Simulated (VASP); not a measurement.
**Li2S: elastic constants with PBEsol**

The system is Li2S.

```
CELL_PARAMETERS angstrom
0.00000 2.82731 2.82731
2.82731 0.00000 2.82731
2.82731 2.82731 0.00000
ATOMIC_POSITIONS crystal
Li 0.25000 0.25000 0.25000
Li 0.75000 0.75000 0.75000
S 0.00000 0.00000 0.00000
```

* Program: VASP 6.6.1
* Task: elastic constants
* Functional: PBEsol
* Potentials or basis: VASP PAW PBE potentials, release 64 (Li_sv, S)
* Cutoff: 750 eV
* k mesh: 8 × 8 × 8
* Occupations: gaussian, width 0.01 eV
* Spin: no spin polarisation
* Dipole correction: no
* Ions in elastic constants: relaxed
* Further INCAR settings: ALGO = Normal; EDIFF = 1e-08; IBRION = 6; POTIM = 0.015; NSW = 1; ISIF = 3

The elastic constants C11, C12, C44 are 87, 21, 35 GPa. The voigt bulk modulus is 43 GPa and the highest phonon frequency at Γ, LO-TO splitting left out is 384 cm⁻¹.

Phonon frequencies in cm⁻¹ (negative: imaginary):
```tsv
q point	frequencies
(0.000, 0.000, 0.000)	0 0 0 336 336 336 384 384 384
```

Elastic tensor in Voigt notation (GPa, in the Cartesian axes of the cell as first typed):
```
87 21 21  0  0  0
21 87 21  0  0  0
21 21 87  0  0  0
 0  0  0 35  0  0
 0  0  0  0 35  0
 0  0  0  0  0 35
```

Clamped-ion elastic tensor (GPa):
```
87 21 21  0  0  0
21 87 21  0  0  0
21 21 87  0  0  0
 0  0  0 38  0  0
 0  0  0  0 38  0
 0  0  0  0  0 38
```

Wall time 4.7 min on 1 thread of Intel(R) Xeon(R) 6975P-C (Granite Rapids) (shared host), peak memory 0.35 GiB.

Caveat: the PAW data sets were made with another functional, which shifts forces and pressure a little.
